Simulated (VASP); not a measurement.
Write the native input for VASP 6.6.1 that does the following.

```yaml
Task: single point
Functional: LDA
Potentials_or_basis: VASP PAW LDA potentials, release 64 (W_sv, S)
Cutoff: 520 eV
k_mesh: 12 × 12 × 4
Occupations: gaussian, width 0.05 eV
Spin: no spin polarisation
Dipole_correction: no
Further_INCAR_settings: ALGO = Normal; EDIFF = 1e-06; NBANDS = 35
```

The structure of WS2 lies in POSCAR:

```
WS2
1.0
    3.0985446697      0.0000000000      0.0000000000
   -1.5492723349      2.6834183987      0.0000000000
    0.0000000000      0.0000000000     12.0430200778
W S
2 4
Direct
    0.3333333333      0.6666666667      0.2500000000
    0.6666666667      0.3333333333      0.7500000000
    0.3333333333      0.6666666667      0.6214323947
    0.6666666667      0.3333333333      0.1214323947
    0.3333333333      0.6666666667      0.8785676053
    0.6666666667      0.3333333333      0.3785676053
```

These files were run (other wordings do the same):

INCAR

```
PREC = Accurate
ENCUT = 520
EDIFF = 1E-6
ISMEAR = 0
SIGMA = 0.05
LREAL = False
LASPH = True
NELM = 80
ALGO = Normal
ISIF = 2
LWAVE = False
LCHARG = False
GGA = CA
NBANDS = 35
```

KPOINTS

```
Automatic mesh
0
Gamma
  12 12 4
```

Potentials or basis: VASP PAW LDA potentials, release 64 (W_sv, S).

The run is started by

```console
$ cat potpaw_LDA.64/W_sv/POTCAR potpaw_LDA.64/S/POTCAR > POTCAR
$ mpirun -np 1 vasp_std > vasp.out
```

It gave:

```
Pressure               : 5.6 GPa
Largest force          : 0.557 eV/Å
Band gap on the k mesh : 0.82 eV (least direct gap 1.95 eV)
```

Caveat: the cell stands under pressure; spin-orbit coupling is left out, which moves the levels of the heavy elements.

Run time: 110 s on 1 thread of AMD EPYC 9R14 (Zen 4) (shared host), peak memory 0.25 GiB.
